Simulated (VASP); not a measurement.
The system is CdSe4.

```
Cd Se
1.0
    -3.85307    3.85307    2.09661
     3.85307   -3.85307    2.09661
     3.85307    3.85307   -2.09661
Cd Se
1 4
Direct
  0.00000 0.00000 0.00000
  0.31551 0.83641 0.15192
  0.16359 0.31551 0.47911
  0.83641 0.68449 0.52089
  0.68449 0.16359 0.84808
```

The cell was generated, and may not be a known phase.

- Program: VASP 6.6.1
- Task: relaxation of cell and atoms
- Functional: PBE
- Potentials or basis: VASP PAW PBE potentials, release 64 (Cd, Se)
- Cutoff: 600 eV
- k mesh: 6 × 6 × 6
- Occupations: gaussian, width 0.1 eV
- Spin: no spin polarisation

At the start: pressure 0.2 GPa; volume 24.90 Å³/atom.

**Question.** Where does the relaxation end?

**Answer.** Over 23 steps the energy falls by 160.1 meV/atom and the volume is 30.12 Å³/atom (+20.9 %); space group I4/m (No. 87, to 0.1 Å) before and after.

Step by step:
```tsv
step	energy change (eV)	largest force (eV/Å)	pressure (GPa)	volume (Å³)
1	0.0000	0.2769	0.18	124.51
2	-0.0169	0.3039	0.22	125.01
3	-0.0865	0.5260	0.34	126.51
4	-0.3205	0.9578	0.60	129.54
5	-0.4286	0.6758	1.21	135.66
6	-0.5013	0.4402	0.93	133.29
7	-0.5110	0.4420	0.87	134.30
8	-0.5153	0.4773	0.82	135.44
9	-0.5313	0.4750	0.65	136.19
10	-0.5758	0.4693	0.19	138.46
11	-0.6469	0.4692	-0.67	143.06
12	-0.6952	0.6017	-2.13	152.47
13	-0.7118	0.5723	-2.00	152.72
14	-0.7484	0.4948	-1.59	153.44
15	-0.7587	0.4158	-0.73	154.79
16	-0.7652	0.4311	-1.08	154.26
17	-0.7809	0.3266	-0.75	153.04
18	-0.7986	0.0658	0.13	150.07
19	-0.7987	0.0430	0.24	149.78
20	-0.7987	0.0493	0.20	149.87
21	-0.7997	0.0466	0.12	150.11
22	-0.8004	0.0440	-0.01	150.53
23	-0.8006	0.0304	0.03	150.58
```

Final structure:
```
Cd Se
1.0
    -4.15760    4.15760    2.17775
     4.15760   -4.15760    2.17775
     4.15760    4.15760   -2.17775
Cd Se
1 4
Cartesian
  0.0000 0.0000 0.0000
  2.6444 -1.8161 2.1778
  2.3414 1.5132 0.0000
  1.8161 2.6444 2.1778
  1.5132 5.9737 0.0000
```

Caveat: the volume moved by over 15 % at a fixed basis, so the end points are rough.
